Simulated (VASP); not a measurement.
The system is ZrSi2.

```xyz
3
Lattice="3.7317 0.0000 0.0000 -1.8658 3.2317 0.0000 0.0000 0.0000 4.0292" Properties=species:S:1:pos:R:3 pbc="T T T"
Zr    0.0000    0.0000    0.0000
Si    0.0000    2.1545    2.0146
Si    1.8658    1.0772    2.0146
```

```yaml
Program: VASP 6.6.1
Task: relaxation of cell and atoms
Functional: PBE
Potentials_or_basis: VASP PAW PBE potentials, release 64 (Zr_sv, Si)
Cutoff: 600 eV
k_mesh: 6 × 6 × 4
Occupations: gaussian, width 0.1 eV
Spin: no spin polarisation
```

At the start: pressure 10.9 GPa; volume 16.20 Å³/atom.

Q: Where does the relaxation end?

A: Over 9 steps the energy falls by 221.3 meV/atom and the volume is 16.76 Å³/atom (+3.5 %); space group P6/mmm (No. 191, to 0.1 Å) before and after.

The path:
```tsv
step	energy change (eV)	largest force (eV/Å)	pressure (GPa)	volume (Å³)
1	0.0000	0.0000	10.90	48.59
2	-0.4517	0.0000	-10.01	56.28
3	-0.5154	0.0000	-6.31	53.97
4	-0.6633	0.0000	-0.44	50.44
5	-0.6633	0.0000	-0.47	50.47
6	-0.6633	0.0000	-0.63	50.54
7	-0.6634	0.0000	0.16	50.25
8	-0.6637	0.0000	-0.20	50.38
9	-0.6638	0.0000	0.02	50.27
```

Final structure:
```
CELL_PARAMETERS angstrom
4.01260 0.00000 0.00000
-2.00630 3.47502 0.00000
0.00000 0.00000 3.60545
ATOMIC_POSITIONS crystal
Zr 0.00000 0.00000 0.00000
Si 0.33333 0.66667 0.50000
Si 0.66667 0.33333 0.50000
```

Caveat: the k points lie up to 0.44 Å⁻¹ apart in the final cell, too coarse for converged energies and pressures of a metal.
